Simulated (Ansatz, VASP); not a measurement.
# Al3As2: VASP beside Ansatz

```
Al As
1.0
     3.73769    0.00000    0.00000
    -1.86884    3.23693    0.00000
     0.00000    0.00000    8.07383
Al As
3 2
Direct
  0.00000 0.00000 0.00000
  0.33333 0.66667 0.62402
  0.66667 0.33333 0.37598
  0.33333 0.66667 0.19465
  0.66667 0.33333 0.80535
```

Alike in both runs: functional PBE; k mesh 12 × 12 × 6; occupations gaussian, width 0.1 eV; no spin polarisation.

Ansatz relaxed the structure, and its values are those at the end. VASP's run is a single point on that final structure, the one shown.

|  | VASP | Ansatz |
| --- | --- | --- |
| version | VASP 6.6.1 | Ansatz 0.2.0 |
| potentials or method | VASP PAW PBE potentials, release 64 (Al, As), cutoff 520 eV | scalar-relativistic, plane waves, PAW |
| valence electrons in the cell | 19 | 39 |

Ansatz gave:

* gap on the k mesh at the Fermi level (eV): none
* pressure (GPa): 0.0
* rms of the force components (eV/Å): 0.001

Problem. Which values does VASP return?

Solution. gap on the k mesh at the Fermi level (eV): none; pressure (GPa): 0.2; rms of the force components (eV/Å): 0.007.

A gap of «none» marks a metal or a gap that the smearing closes. VASP's potentials hold 19 valence electrons a cell and Ansatz's 39, so a difference there can come from the potentials and not from the codes.
